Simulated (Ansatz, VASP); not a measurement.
# One calculation of Ni, two programs

```
Ni
1.0
     2.29247    0.00000    0.00000
     0.00000    2.29247    0.00000
     0.00000    0.00000    2.29247
Ni
1
Direct
  0.00000 0.00000 0.00000
```

Change from the starting cell: volume scaled by 0.95, LAPW.

Alike in both runs: task single point; functional PBE; k mesh 18 × 18 × 18; occupations fermi-dirac, width 0.1 eV; collinear spin.

|  | VASP | Ansatz |
| --- | --- | --- |
| version | VASP 6.6.1 | Ansatz 0.2.0 |
| potentials or method | VASP PAW PBE potentials, release 64 (Ni), cutoff 520 eV | all-electron LAPW, scalar-relativistic |

```tsv
	VASP	Ansatz	Ansatz less VASP
pressure (GPa)	7.7	8.0	+0.30
net moment per atom (μB)	0.48	0.50	+0.023
size of the moment on the site where the two differ most (μB)	0.48	0.51	+0.033
```

Site moments also hang on the region over which each program counts them. Ansatz ran all-electron here, and VASP with PAW potentials.
